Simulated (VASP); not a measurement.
Input of a VASP 6.6.1 run:

File POSCAR:

```
CoO
1.0
    1.6022198417      0.9250420569      2.5664708903
   -1.6022198417      0.9250420569      2.5664708903
    0.0000000000     -1.8500841138      2.5664708903
Co O
1 1
Direct
    0.9989783200      0.9989783200      0.9989783200
    0.7510210300      0.7510210300      0.7510210300
```

File INCAR.step1:

```
ALGO     = Normal         # electronic algorithm
EDIFF    = 1E-5           # SCF threshold, eV
ENCUT    = 520            # plane-wave cutoff, eV
GGA      = PE             # functional
ISIF     = 2              # what is computed and relaxed
ISMEAR   = -1             # smearing method
ISPIN    = 2              # spin polarisation
LASPH    = True           # aspherical terms in the spheres
LCHARG   = False          # write CHGCAR
LMAXMIX  = 4              # l up to which the mixer works
LORBIT   = 11             # projections on sites
LREAL    = False          # projectors in reciprocal space
LWAVE    = True           # write WAVECAR
MAGMOM   = 2 0            # initial moments
NBANDS   = 18             # bands
NELM     = 150            # most SCF steps
PREC     = Accurate       # precision mode
SIGMA    = 0.05           # smearing width, eV
```

Contents of INCAR.step2:

```
AEXX     = 0.25           # exact-exchange fraction
ALGO     = Normal         # electronic algorithm
EDIFF    = 1E-6           # SCF threshold, eV
ENCUT    = 520            # plane-wave cutoff, eV
GGA      = PE             # functional
HFSCREEN = 0.3            # screening, 1/A
ISIF     = 2              # what is computed and relaxed
ISMEAR   = -1             # smearing method
ISPIN    = 2              # spin polarisation
ISTART   = 1            
LASPH    = True           # aspherical terms in the spheres
LCHARG   = False          # write CHGCAR
LHFCALC  = True           # exact exchange
LMAXMIX  = 4              # l up to which the mixer works
LORBIT   = 11             # projections on sites
LREAL    = False          # projectors in reciprocal space
LWAVE    = False          # write WAVECAR
MAGMOM   = 2 0            # initial moments
NBANDS   = 18             # bands
NELM     = 150            # most SCF steps
PREC     = Accurate       # precision mode
PRECFOCK = Normal       
SIGMA    = 0.05           # smearing width, eV
```

File KPOINTS:

```
k-points
0
Gamma
  5 5 5
```

Potentials or basis: VASP PAW PBE potentials, release 64 (Co, O).

The run is started by

```bash
$ cat potpaw_PBE.64/Co/POTCAR potpaw_PBE.64/O/POTCAR > POTCAR
$ cp INCAR.step1 INCAR
$ mpirun -np 1 vasp_std > vasp.out
$ cp INCAR.step2 INCAR
$ mpirun -np 1 vasp_std > vasp.out
```

Q: Predict the largest force.

A: 0.427 eV/Å.

Q: Estimate the band gap on the k mesh.

A: 1.49 eV, direct.

Q: What does it give for the pressure?

A: 9.4 GPa.

Stress tensor (GPa, compression positive):
```
 6.91  0.00  0.00
 0.00  6.91  0.00
 0.00  0.00 14.48
```

Caveat: the k points lie up to 0.48 Å⁻¹ apart; the PAW data sets were made with another functional, which shifts forces and pressure a little; a cell with one magnetic atom can't hold antiferromagnetic order, which such compounds often take. A k mesh can miss the band edges.
